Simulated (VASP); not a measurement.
A run of VASP 6.6.1:

File INCAR:

```
ALGO = Fast
EDIFF = 1E-6
ENCUT = 520
GGA = PS
ISIF = 2
ISMEAR = 0
LASPH = T
LCHARG = F
LREAL = F
LWAVE = F
NBANDS = 32
NELM = 80
PREC = Accurate
SIGMA = 0.1
```

The input KPOINTS:

```
k-points
0
Gamma
  16 16 6
```

Contents of POSCAR:

```
Zn3Cu
1.0
    1.8839090359     -1.8849277540      0.0000000000
    1.8839090359      1.8849277540      0.0000000000
    0.0000000000      0.0000000000      7.3503124098
Zn Cu
3 1
Direct
    0.5000000000      0.5000000000      0.7621573992
    0.0000000000      0.0000000000      0.5000000000
    0.5000000000      0.5000000000      0.2378426008
    0.0000000000      0.0000000000      0.0000000000
```

Potentials or basis: VASP PAW PBE potentials, release 64 (Zn, Cu).

Launch:

```console
$ cat potpaw_PBE.64/Zn/POTCAR potpaw_PBE.64/Cu/POTCAR > POTCAR
$ mpirun -np 1 vasp_std > vasp.out
```

Hardware: 1 thread of Intel Xeon 8259CL (shared host).

How long does it take, and how much memory?

Run time: 7.1 min on 1 thread of Intel Xeon 8259CL (shared host), peak memory 0.49 GiB. Counts: scf iterations 15, k points 292.
